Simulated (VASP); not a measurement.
Here is a VASP 6.6.1 calculation.

POSCAR

```
MgS
1.0
    0.0000000000      2.8308768389      2.8308768389
    2.9033472860      0.0000000000      2.8308768389
    2.9033472860      2.8308768389      0.0000000000
Mg S
1 1
Direct
    0.0000000000      0.0000000000      0.0000000000
    0.2500000000      0.2500000000      0.2500000000
```

Contents of INCAR.step1:

```
ALGO = Normal
EDIFF = 1E-5
ENCUT = 520
GGA = PE
ISIF = 2
ISMEAR = 0
LASPH = True
LCHARG = False
LREAL = False
LWAVE = True
NBANDS = 11
NELM = 80
PREC = Accurate
SIGMA = 0.01
```

Contents of INCAR.step2:

```
ALGO = Normal
EDIFF = 1E-6
ENCUT = 520
GGA = PE
HFSCREEN = 0.2079
ISIF = 2
ISMEAR = 0
ISTART = 1
LASPH = True
LCHARG = False
LHFCALC = True
LREAL = False
LWAVE = False
NBANDS = 11
NELM = 80
PREC = Accurate
PRECFOCK = Normal
SIGMA = 0.01
```

Contents of KPOINTS:

```
k-points
0
Gamma
  6 6 6
```

Potentials or basis: VASP PAW PBE potentials, release 64 (Mg, S).

Command:

```bash
$ cat potpaw_PBE.64/Mg/POTCAR potpaw_PBE.64/S/POTCAR > POTCAR
$ cp INCAR.step1 INCAR
$ mpirun -np 1 vasp_std > vasp.out
$ cp INCAR.step2 INCAR
$ mpirun -np 1 vasp_std > vasp.out
```

Question: Predict the band gap on the k mesh.

Answer: 4.35 eV.

Question: Estimate the pressure.

Answer: -1.6 GPa.

Stress tensor (GPa, compression positive):
```
-2.03  0.00  0.00
 0.00 -1.36  0.00
 0.00  0.00 -1.36
```

Caveat: the cell differs from its parent crystal (uniaxial x strain +2.6%); the structure was generated, so it needn't be the stable form of MgS; the PAW data sets were made with another functional, which shifts forces and pressure a little. A k mesh can miss the band edges.
